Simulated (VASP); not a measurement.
**AlN (wurtzite to rock salt path): single point with PBE**

The system is AlN (wurtzite to rock salt path).

```
Al N
1.0
     1.52119   -2.63470    0.00000
     1.52119    2.63470    0.00000
     0.00000    0.00000    4.86780
Al N
2 2
Direct
  0.00000 0.00000 0.99978
  0.66667 0.33333 0.49978
  0.00000 0.00000 0.38222
  0.66666 0.33334 0.88222
```

```yaml
Program: VASP 6.6.1
Task: single point
Functional: PBE
Potentials_or_basis: VASP PAW PBE potentials, release 64 (Al, N)
Cutoff: 520 eV
k_mesh: 9 × 9 × 7
Occupations: gaussian, width 0.01 eV
Spin: no spin polarisation
Dipole_correction: no
Further_INCAR_settings: ALGO = Normal; EDIFF = 1e-06; NBANDS = 16
```

| Item | Value |
| --- | --- |
| Pressure | 19.8 GPa |
| Band gap on the k mesh | 4.81 eV, direct |

Stress tensor (GPa, compression positive):
```
20.21  0.00  0.00
 0.00 20.22  0.00
 0.00  0.00 18.94
```

Levels at points of the mesh, in eV from the valence-band top:
```csv
k point,band 5,band 6,band 7,band 8,band 9,band 10,band 11,band 12
"(0.00, 0.00, 0.00)",-0.92,-0.25,-0.25,0.00,4.81,7.25,11.18,11.63
```

Run time: 56 s on 1 thread of Intel Xeon 8259CL (shared host), peak memory 0.18 GiB.

A k mesh can miss the band edges. As with any semilocal functional, this PBE gap is likely too small.
